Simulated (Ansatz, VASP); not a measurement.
## NaH in VASP and in Ansatz

File INCAR:

```
SYSTEM = NaH
ALGO = Normal ; EDIFF = 1E-6
EDIFFG = -0.01 ; ENCUT = 600
GGA = PE ; IBRION = 2
ISIF = 3 ; ISMEAR = 0
LASPH = .TRUE. ; LCHARG = .FALSE.
LREAL = .FALSE. ; LWAVE = .FALSE.
NELM = 60 ; NSW = 65
PREC = Accurate ; SIGMA = 0.02
```

The input KPOINTS:

```
k-points
0
G
  9 9 6
  0 0 0
```

The input POSCAR:

```
NaH
1.0
    3.4151727150      0.0000000000      0.0000000000
   -1.7075863575      2.9576263295      0.0000000000
    0.0000000000      0.0000000000      5.5769664464
Na H
2 2
Direct
    0.0000000000      0.0000000000      0.0000000000
    0.3333333333      0.6666666667      0.5000000000
    0.6666666667      0.3333333333      0.2500000000
    0.6666666667      0.3333333333      0.7500000000
```

Input for Ansatz:

```yaml
crystal:
  lattice:
    - [3.415172715, 0.0, 0.0]
    - [-1.7075863575, 2.9576263295, 0.0]
    - [0.0, 0.0, 5.5769664464]
  atoms:
    - { symbol: Na, position: [0.0, 0.0, 0.0] }
    - { symbol: H, position: [0.6666666667, 0.3333333333, 0.25] }
    - { symbol: Na, position: [0.3333333333, 0.6666666667, 0.5] }
    - { symbol: H, position: [0.6666666667, 0.3333333333, 0.75] }
basis:
  ecutwfc: 420
kpoints:
  mp_grid: { grid: [9, 9, 6] }
hamiltonian:
  xc: pbe
scf:
  occupations: { method: gaussian, width: 0.02 }
output:
  forces: true
  stress: true
  eigenvalues: true
  populations: true
relax:
  adjacent_minimum: "off"
  f_tol: 0.01
  max_steps: 45
  cell: { stress_tol: 0.05 }
```

Alike in both runs: task relaxation of cell and atoms; functional PBE; k mesh 9 × 9 × 6; occupations gaussian, width 0.02 eV; no spin polarisation.

|  | VASP | Ansatz |
| --- | --- | --- |
| version | VASP 6.6.1 | Ansatz 0.2.0 |
| potentials or method | VASP PAW PBE potentials, release 64 (Na_pv, H), cutoff 600 eV | scalar-relativistic, plane waves, PAW |
| valence electrons in the cell | 16 | 20 |

|  | VASP | Ansatz | Ansatz less VASP |
| --- | --- | --- | --- |
| gap on the k mesh at the Fermi level, each at its own relaxed structure (eV) | 2.46 | 2.46 | +0.002 |
| relaxed volume (Å³/atom) | 14.37 | 14.29 | -0.083 |
| relaxed cell length with the largest relative difference (Å) | 3.354 | 3.346 | -0.0078 |

VASP's potentials hold 16 valence electrons a cell and Ansatz's 20, so a difference there can come from the potentials and not from the codes.
